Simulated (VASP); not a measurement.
Input of a VASP 6.6.1 run:

Contents of INCAR:

```
SYSTEM = LiF
  PREC = Accurate
  ENCUT = 520
  EDIFF = 1E-6
  ISMEAR = 0
  SIGMA = 0.01
  LREAL = .FALSE.
  LASPH = .TRUE.
  NELM = 80
  ALGO = Normal
  ISIF = 2
  LWAVE = .FALSE.
  LCHARG = .FALSE.
  GGA = PE
  NBANDS = 12
```

Contents of KPOINTS:

```
Automatic mesh
0
G
  8 8 8
  0 0 0
```

Contents of POSCAR:

```
LiF
1.0
    0.0000000000      1.9924181209      1.9924181209
    1.9924181209      0.0000000000      1.9924181209
    1.9924181209      1.9924181209      0.0000000000
Li F
1 1
Direct
    0.0000000000      0.0000000000      0.0000000000
    0.5000000000      0.5000000000      0.5000000000
```

Potentials or basis: VASP PAW PBE potentials, release 64 (Li_sv, F).

Run with:

```bash
$ cat potpaw_PBE.64/Li_sv/POTCAR potpaw_PBE.64/F/POTCAR > POTCAR
$ mpirun -np 1 vasp_std > vasp.out
```

Question: Predict the band gap on the k mesh.

Answer: 9.39 eV, direct.

 A k mesh can miss the band edges.
